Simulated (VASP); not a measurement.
# SnTe (Pm-3m) in VASP: notebook, part 2 of 2

VASP 6.6.1.

### Step 3. Single point, PBE

File INCAR:

```
ALGO     = Normal         # electronic algorithm
EDIFF    = 1E-7           # SCF threshold, eV
ENCUT    = 520            # plane-wave cutoff, eV
GGA      = PE             # functional
ISIF     = 2              # what is computed and relaxed
ISMEAR   = 1              # smearing method
LASPH    = T              # aspherical terms in the spheres
LCHARG   = F              # write CHGCAR
LREAL    = F              # projectors in reciprocal space
LWAVE    = F              # write WAVECAR
NBANDS   = 17             # bands
NELM     = 80             # most SCF steps
PREC     = Accurate       # precision mode
SIGMA    = 0.05           # smearing width, eV
```

File KPOINTS:

```
k-points
0
Gamma
  4 4 4
```

File POSCAR:

```
SnTe
1.0
    3.8918236295      0.0000000000      0.0000000000
    0.0000000000      3.8918236295      0.0000000000
    0.0000000000      0.0000000000      3.8918236295
Sn Te
1 1
Direct
    0.0000000000      0.0000000000      0.0000000000
    0.5000000000      0.5000000000      0.5000000000
```

Potentials or basis: VASP PAW PBE potentials, release 64 (Sn_d, Te).

Launch:

```sh
> cat potpaw_PBE.64/Sn_d/POTCAR potpaw_PBE.64/Te/POTCAR > POTCAR
> mpirun -np 1 vasp_std > vasp.out
```

OUTCAR:

```text
EDIFF = 1E-7
   ENCUT = 520
   GGA = PE
   ISIF = 2
   ISMEAR = 1
   LASPH = T
   LREAL = F
   NELM = 80
   PREC = Accurate

 ion  position               nearest neighbor table
   1  0.000  0.000  0.000-   2 3.37   2 3.37   2 3.37   2 3.37   2 3.37   2 3.37   2 3.37   2 3.37

   2  0.500  0.500  0.500-   1 3.37   1 3.37   1 3.37   1 3.37   1 3.37   1 3.37   1 3.37   1 3.37

  LATTYP: Found a simple cubic cell.
 ALAT       =     3.8918236295

  Lattice vectors:

 A1 = (   3.8918236295,   0.0000000000,   0.0000000000)
 A2 = (   0.0000000000,   3.8918236295,   0.0000000000)
 A3 = (   0.0000000000,   0.0000000000,   3.8918236295)

Analysis of symmetry for initial positions (statically):
=====================================================================
 Subroutine PRICEL returns:
 Original cell was already a primitive cell.

 Routine SETGRP: Setting up the symmetry group for a
 simple cubic supercell.

 Subroutine GETGRP returns: Found 48 space group operations
 (whereof 48 operations were pure point group operations)
[... 146 lines left out ...]
  free energy    TOTEN  =        -6.90193213 eV

  energy without entropy =       -6.89854367  energy(sigma->0) =       -6.90080264

 E-fermi :   7.1067     XC(G=0):  -9.9220

 val. band max:        7.0826554688   @ k =   0.5000   0.2500   0.2500
 cond. band min:       7.1127227069   @ k =   0.5000   0.2500   0.0000
 fundamental gap:      0.0300672381
 Fermi energy:         7.1066863264

 k-point     1 :       0.0000    0.0000    0.0000
  band No.  band energies     occupation
      1     -14.3789      2.00000
      2     -14.3789      2.00000
      3     -14.3403      2.00000
      4     -14.3403      2.00000
      5     -14.3403      2.00000
      6      -5.2482      2.00000
[... 177 lines left out ...]
      4     -14.3256      2.00000
      5     -14.3256      2.00000
      6      -2.7384      2.00000
[... 9 lines left out ...]
     16      21.1750      0.00000
     17      22.3723      0.00000

------------------------ aborting loop because EDIFF is reached ----------------------------------------

  FORCE on cell =-STRESS in cart. coord.  units (eV):
  Direction    XX          YY          ZZ          XY          YZ          ZX
  --------------------------------------------------------------------------------------
  -------------------------------------------------------------------------------------
  Total       -0.1015574     -0.1015574     -0.1015574      0.0000000      0.0000000     -0.0000000
  in kB       -2.7603410     -2.7603410     -2.7603410      0.0000000      0.0000000     -0.0000000
  external PRESSURE =      -2.7603410 kB  Pullay stress =       0.0000000 kB

 VOLUME and BASIS-vectors are now :
 -----------------------------------------------------------------------------
  energy-cutoff  :      520.00
  volume of cell :       58.95
      direct lattice vectors                 reciprocal lattice vectors
     3.891823630  0.000000000  0.000000000     0.256948951  0.000000000  0.000000000
     0.000000000  3.891823630  0.000000000     0.000000000  0.256948951  0.000000000
     0.000000000  0.000000000  3.891823630     0.000000000  0.000000000  0.256948951

 POSITION                                       TOTAL-FORCE (eV/Angst)
 -----------------------------------------------------------------------------------
      0.00000      0.00000      0.00000         0.000000      0.000000      0.000000
      1.94591      1.94591      1.94591         0.000000      0.000000      0.000000
 -----------------------------------------------------------------------------------
    total drift:                                0.000000     -0.000000     -0.000000

  FREE ENERGIE OF THE ION-ELECTRON SYSTEM (eV)
  ---------------------------------------------------
  free  energy   TOTEN  =        -6.9019321290 eV

  energy  without entropy=       -6.8985436662  energy(sigma->0) =       -6.90080264
```

OSZICAR:

```text
N       E                     dE             d eps       ncg     rms          rms(c)
DAV:   1     0.126395659899E+03    0.12640E+03   -0.96064E+03   340   0.141E+03
DAV:   2     0.440791928665E+01   -0.12199E+03   -0.11901E+03   356   0.332E+02
DAV:   3    -0.669724170168E+01   -0.11105E+02   -0.10889E+02   413   0.887E+01
[... 11 lines left out ...]
DAV:  15    -0.690193415955E+01    0.44437E-05   -0.17828E-06   444   0.735E-03    0.921E-03
DAV:  16    -0.690193244734E+01    0.17122E-05   -0.10151E-06   404   0.346E-03    0.303E-03
DAV:  17    -0.690193224371E+01    0.20363E-06   -0.10384E-07   232   0.135E-03    0.152E-03
DAV:  18    -0.690193212861E+01    0.11511E-06   -0.31917E-08   184   0.886E-04    0.903E-04
DAV:  19    -0.690193212898E+01   -0.37699E-09   -0.20538E-08   200   0.722E-04
   1 F= -.69019321E+01 E0= -.69008026E+01  d E =-.338846E-02
```

stdout:

```text
POSCAR found type information on POSCAR SnTe
 POSCAR found :  2 types and       2 ions
 scaLAPACK will be used
 LDA part: xc-table for (Slater+PW92), standard interpolation
 POSCAR, INCAR and KPOINTS ok, starting setup
 FFT: planning ... GRIDC
 FFT: planning ... GRID_SOFT
 FFT: planning ... GRID
 WAVECAR not read
 entering main loop
```

It took 17 s on 1 thread of Intel Xeon Platinum 8488C (Sapphire Rapids), shared host; peak memory 0.16 GiB.

Results:

```
Free energy            : -6.9019 eV
Pressure               : -0.3 GPa
Band gap on the k mesh : zero (band 10 reaches 7.41 eV, above the bottom of band 11 at 5.86 eV)
```

Levels at points of the mesh, in eV from the Fermi level:
| k point | band 7 | band 8 | band 9 | band 10 | band 11 | band 12 | band 13 | band 14 |
| --- | --- | --- | --- | --- | --- | --- | --- | --- |
| (0.00, 0.00, 0.00) | -5.21 | -1.72 | -1.72 | -1.72 | 3.62 | 3.62 | 5.48 | 5.48 |
| (0.50, 0.00, 0.00) | -8.12 | -0.25 | -0.25 | 0.07 | 0.27 | 2.27 | 2.27 | 5.41 |
| (0.50, 0.50, 0.00) | -6.28 | -4.77 | -4.77 | 0.30 | 3.50 | 3.88 | 3.88 | 6.01 |
| (0.50, 0.50, 0.50) | -5.13 | -2.87 | -2.87 | -2.87 | -1.25 | -1.25 | -1.25 | 14.07 |

Caveat: the k points lie up to 0.40 Å⁻¹ apart; spin-orbit coupling is left out, which moves the levels of the heavy elements.

### Step 4. Single point, HSE06

POSCAR is that of step 3.

File INCAR.step1:

```
SYSTEM = SnTe
PREC     = Accurate       ! precision mode
ENCUT    = 520            ! plane-wave cutoff, eV
EDIFF    = 1E-5           ! SCF threshold, eV
ISMEAR   = -1             ! smearing method
SIGMA    = 0.02           ! smearing width, eV
LREAL    = .FALSE.        ! projectors in reciprocal space
LASPH    = .TRUE.         ! aspherical terms in the spheres
NELM     = 60             ! most SCF steps
ALGO     = Normal         ! electronic algorithm
ISIF     = 2              ! what is computed and relaxed
LWAVE    = .TRUE.         ! write WAVECAR
GGA      = PE             ! functional
NBANDS   = 17             ! bands
```

File INCAR.step2:

```
SYSTEM = SnTe
PREC     = Accurate       ! precision mode
ENCUT    = 520            ! plane-wave cutoff, eV
EDIFF    = 1E-7           ! SCF threshold, eV
ISMEAR   = -1             ! smearing method
SIGMA    = 0.02           ! smearing width, eV
LREAL    = .FALSE.        ! projectors in reciprocal space
LASPH    = .TRUE.         ! aspherical terms in the spheres
NELM     = 60             ! most SCF steps
ALGO     = Normal         ! electronic algorithm
ISIF     = 2              ! what is computed and relaxed
LWAVE    = .FALSE.        ! write WAVECAR
LCHARG   = .TRUE.         ! write CHGCAR
GGA      = PE             ! functional
LHFCALC  = .TRUE.         ! exact exchange
HFSCREEN = 0.2079         ! screening, 1/A
PRECFOCK = Normal       
LELF     = .TRUE.         ! ELF
LVHAR    = .TRUE.       
ISTART   = 1            
NBANDS   = 17             ! bands
```

File KPOINTS:

```
regular mesh
0
G
  4 4 4
  0 0 0
```

Potentials or basis: VASP PAW PBE potentials, release 64 (Sn_d, Te).

Launch:

```sh
> cat potpaw_PBE.64/Sn_d/POTCAR potpaw_PBE.64/Te/POTCAR > POTCAR
> cp INCAR.step1 INCAR
> mpirun -np 1 vasp_std > vasp.out
> cp INCAR.step2 INCAR
> mpirun -np 1 vasp_std > vasp.out
```

OUTCAR:

```text
SYSTEM = SnTe
   PREC = Accurate
   ENCUT = 520
   EDIFF = 1E-7
   ISMEAR = -1
   LREAL = .FALSE.
   LASPH = .TRUE.
   NELM = 60
   ISIF = 2
   GGA = PE
   LHFCALC = .TRUE.
   HFSCREEN = 0.2079
   PRECFOCK = Normal
   ISTART = 1

 ion  position               nearest neighbor table
   1  0.000  0.000  0.000-   2 3.37   2 3.37   2 3.37   2 3.37   2 3.37   2 3.37   2 3.37   2 3.37

   2  0.500  0.500  0.500-   1 3.37   1 3.37   1 3.37   1 3.37   1 3.37   1 3.37   1 3.37   1 3.37

  LATTYP: Found a simple cubic cell.
 ALAT       =     3.8918236295

  Lattice vectors:

 A1 = (   3.8918236295,   0.0000000000,   0.0000000000)
 A2 = (   0.0000000000,   3.8918236295,   0.0000000000)
 A3 = (   0.0000000000,   0.0000000000,   3.8918236295)

Analysis of symmetry for initial positions (statically):
=====================================================================
 Subroutine PRICEL returns:
 Original cell was already a primitive cell.

 Routine SETGRP: Setting up the symmetry group for a
 simple cubic supercell.

 Subroutine GETGRP returns: Found 48 space group operations
 (whereof 48 operations were pure point group operations)
 out of a pool of 48 trial point group operations.

The static configuration has the point symmetry O_h .

Analysis of symmetry for dynamics (positions and initial velocities):
=====================================================================
 Subroutine PRICEL returns:
 Original cell was already a primitive cell.

 Routine SETGRP: Setting up the symmetry group for a
 simple cubic supercell.

 Subroutine GETGRP returns: Found 48 space group operations
 (whereof 48 operations were pure point group operations)
 out of a pool of 48 trial point group operations.

The dynamic configuration has the point symmetry O_h .

 Subroutine INISYM returns: Found 48 space group operations
 (whereof 48 operations are pure point group operations),
 and found     1 'primitive' translations

----------------------------------------------------------------------------------------

                                     Primitive cell

  volume of cell :      58.9467

  direct lattice vectors                    reciprocal lattice vectors
     3.891823630  0.000000000  0.000000000     0.256948951  0.000000000  0.000000000
     0.000000000  3.891823630  0.000000000     0.000000000  0.256948951  0.000000000
     0.000000000  0.000000000  3.891823630     0.000000000  0.000000000  0.256948951

  length of vectors
     3.891823630  3.891823630  3.891823630     0.256948951  0.256948951  0.256948951

  position of ions in fractional coordinates (direct lattice)
     0.000000000  0.000000000  0.000000000
     0.500000000  0.500000000  0.500000000

  ion indices of the primitive-cell ions
   primitive index   ion index
                 1           1
                 2           2

[... 28 lines left out ...]
  0.000000  0.000000  0.000000      1.000000
  0.250000  0.000000  0.000000      6.000000
  0.500000  0.000000  0.000000      3.000000
  0.250000  0.250000  0.000000     12.000000
  0.500000  0.250000  0.000000     12.000000
  0.500000  0.500000  0.000000      3.000000
  0.250000  0.250000  0.250000      8.000000
  0.500000  0.250000  0.250000     12.000000
  0.500000  0.500000  0.250000      6.000000
  0.500000  0.500000  0.500000      1.000000
   k-points           NKPTS =     10   k-points in BZ     NKDIM =     64   number of bands    NBANDS=     17
   number of dos      NEDOS =    301   number of ions     NIONS =      2
   total plane-waves  NPLWV =  27000
   dimension x,y,z NGX =    30 NGY =   30 NGZ =   30
   dimension x,y,z NGXF=    60 NGYF=   60 NGZF=   60
   ions per type =               1   1
   NGX,Y,Z   is equivalent  to a cutoff of  12.82, 12.82, 12.82 a.u.
   NGXF,Y,Z  is equivalent  to a cutoff of  25.63, 25.63, 25.63 a.u.
 SYSTEM =  SnTe
   PREC   = accura    normal or accurate (medium, high low for compatibility)
   ISTART =      1    job   : 0-new  1-cont  2-samecut
   ICHARG =      0    charge: 1-file 2-atom 10-const
   ISPIN  =      1    spin polarized calculation?
   LNONCOLLINEAR =      F non collinear calculations
   LSORBIT =      F    spin-orbit coupling
   LASPH  =      T    aspherical Exc in radial PAW
   ENCUT  =  520.0 eV  38.22 Ry    6.18 a.u.   7.24  7.24  7.24*2*pi/ulx,y,z
   NELM   =     60;   NELMIN=  2; NELMDL=  0     # of ELM steps
   EDIFF  = 0.1E-06   stopping-criterion for ELM
   LREAL  =      F    real-space projection
   EDIFFG = 0.1E-05   stopping-criterion for IOM
   NSW    =      0    number of steps for IOM
   IBRION =     -1    ionic relax: 0-MD 1-quasi-New 2-CG
   NFREE  =      0    steps in history (QN), initial steepest desc. (CG)
   ISIF   =      2    stress and relaxation
   ISYM   =      3    0-nonsym 1-usesym 2-fastsym
   POTIM  = 0.5000    time-step for ionic-motion
   TEBEG  =    0.0;   TEEND  =   0.0 temperature during run
   PSTRESS=    0.0 pullay stress
   NELECT =      20.0000    total number of electrons
   NUPDOWN=      -1.0000    fix difference up-down
   EMIN   =  10.00;   EMAX   =-10.00  energy-range for DOS
   EFERMI =   0.00;   METHOD = LEGACY
   ISMEAR =    -1;   SIGMA  =   0.02  broadening in eV -4-tet -1-fermi 0-gaus
   EFERMI_NEDOS =   21; number of points for ismear=-14 and -15
   IALGO  =     38    algorithm
   IMIX   =      1    mixing-type and parameters
     AMIX     =   0.40;   BMIX     =  1.00
     AMIX_MAG =   1.60;   BMIX_MAG =  1.00
  volume/ion in A,a.u.               =      29.47       198.90
  Fermi-wavevector in a.u.,A,eV,Ry     =   1.141822  2.157730 17.738692  1.303757
  Thomas-Fermi vector in A             =   2.278521
   LORBIT       =      0    0 simple, 1 ext, 2 COOP (PROOUT), +10 PAW based schemes
   GGA     = PE    functional components
   LHFCALC =     T    Hartree Fock is set to
   PRECFOCK=normal    Normal, Fast or Accurate (Low or Medium for compatibility)
   ENCUT4O =  -1.0   cutoff for four orbital integrals eV
   NKREDX  =     1    reduce k-point grid by
   NKREDY  =     1    reduce k-point grid by
   NKREDZ  =     1    reduce k-point grid by
   AEXX    =    0.2500 exact exchange contribution
   HFSCREEN=    0.2079 screening length (either q_TF or 0.3 A-1)
   HFSCREENC=   0.2079 screening length for correlation (either q_TF or 0.3 A-1)
   ENCUTFOCK=  -1.0 apply spherical cutoff to Coloumb kernel
   IVDW    =     0    specifies the selected vdW correction
   LEPSILON=     F    determine dielectric tensor
   LRPA    =     F    only Hartree local field effects (RPA)
 non-spin polarized calculation
  energy-cutoff  :      520.00
  volume of cell :       58.95
 maximum number of plane-waves:      1622
 NGX is ok and might be reduce to    30
  NGX = 24; NGY = 24; NGZ = 24

 number of electron      19.9999983 magnetization

 Free energy of the ion-electron system (eV)
  ---------------------------------------------------
  ext. energy  EPLUGINS =         0.00000000
  ---------------------------------------------------
  free energy    TOTEN  =        -8.27695108 eV

  energy without entropy =       -8.27067260  energy(sigma->0) =       -8.27381184

 E-fermi :   7.0039     XC(G=0):  -8.2323

 val. band max:        6.9478348494   @ k =   0.5000   0.2500   0.0000
 cond. band min:       7.0202402621   @ k =   0.5000   0.2500   0.2500
 fundamental gap:      0.0724054127
 Fermi energy:         7.0039389442

 k-point     1 :       0.0000    0.0000    0.0000
  band No.  band energies     occupation
      1     -17.0991      2.00000
      2     -17.0991      2.00000
      3     -17.0614      2.00000
      4     -17.0614      2.00000
      5     -17.0614      2.00000
      6      -6.6868      2.00000
[... 177 lines left out ...]
      4     -17.0464      2.00000
      5     -17.0464      2.00000
      6      -3.7358      2.00000
[... 9 lines left out ...]
     16      22.1854      0.00000
     17      23.4046      0.00000

------------------------ aborting loop because EDIFF is reached ----------------------------------------

  FORCE on cell =-STRESS in cart. coord.  units (eV):
  Direction    XX          YY          ZZ          XY          YZ          ZX
  --------------------------------------------------------------------------------------
  -------------------------------------------------------------------------------------
  Total       -0.1836067     -0.1836067     -0.1836067     -0.0000000     -0.0000000      0.0000000
  in kB       -4.9904492     -4.9904492     -4.9904492     -0.0000000     -0.0000000      0.0000000
  external PRESSURE =      -4.9904492 kB  Pullay stress =       0.0000000 kB

 VOLUME and BASIS-vectors are now :
 -----------------------------------------------------------------------------
  energy-cutoff  :      520.00
  volume of cell :       58.95
      direct lattice vectors                 reciprocal lattice vectors
     3.891823630  0.000000000  0.000000000     0.256948951  0.000000000  0.000000000
     0.000000000  3.891823630  0.000000000     0.000000000  0.256948951  0.000000000
     0.000000000  0.000000000  3.891823630     0.000000000  0.000000000  0.256948951

 POSITION                                       TOTAL-FORCE (eV/Angst)
 -----------------------------------------------------------------------------------
      0.00000      0.00000      0.00000         0.000000      0.000000      0.000000
      1.94591      1.94591      1.94591         0.000000      0.000000      0.000000
 -----------------------------------------------------------------------------------
    total drift:                                0.000000     -0.000000     -0.000000

  FREE ENERGIE OF THE ION-ELECTRON SYSTEM (eV)
  ---------------------------------------------------
  free  energy   TOTEN  =        -8.2769510772 eV

  energy  without entropy=       -8.2706725953  energy(sigma->0) =       -8.27381184
```

Run time: 11 min. Hardware: 1 thread of Intel Xeon Platinum 8488C (Sapphire Rapids), shared host; peak memory 0.27 GiB.

Results:

```
Free energy            : -8.2770 eV
Pressure               : -0.5 GPa
Band gap on the k mesh : zero (band 10 reaches 7.32 eV, above the bottom of band 11 at 5.67 eV)
```

Levels at points of the mesh, in eV from the Fermi level:
```
           k point  band 6  band 7  band 8  band 9  band 10  band 11  band 12  band 13  band 14  band 15
(0.00, 0.00, 0.00)  -13.69   -5.72   -2.05   -2.05    -2.05     3.98     3.98     6.16     6.16     6.16
(0.50, 0.00, 0.00)  -12.28   -9.22   -0.37   -0.37     0.14     0.43     2.52     2.52     5.95     6.77
(0.50, 0.50, 0.00)  -11.35   -7.11   -5.45   -5.45     0.32     3.91     4.45     4.45     6.52     7.91
(0.50, 0.50, 0.50)  -10.74   -5.81   -3.27   -3.27    -3.27    -1.33    -1.33    -1.33    15.18    15.18
```

Caveat: the k points lie up to 0.40 Å⁻¹ apart; the PAW data sets were made with another functional, which shifts forces and pressure a little; spin-orbit coupling is left out, which moves the levels of the heavy elements.

### Step 5. Summary

```tsv
level	smearing	grid for exact exchange (PRECFOCK)	screening parameter	gap on the mesh (eV)	pressure (GPa)
PBE	fermi-dirac 0.02 eV	-	-	none	-0.2
PBE	methfessel-paxton 0.05 eV	-	-	none	-0.3
HSE06	fermi-dirac 0.02 eV	Normal	0.2079 1/Å	none	-0.5
```

Alike in all rows: task single point; potentials or basis VASP PAW PBE potentials, release 64 (Sn_d, Te); no spin polarisation; cell as given; k mesh 4 × 4 × 4; cutoff (eV) 520.

Caveats: all runs use coarse meshes; spin-orbit coupling is left out, which moves the levels of the heavy elements; the PAW data sets were made with another functional, which shifts forces and pressure a little (some runs).

Absolute energies hang on the potentials; compare differences alone.
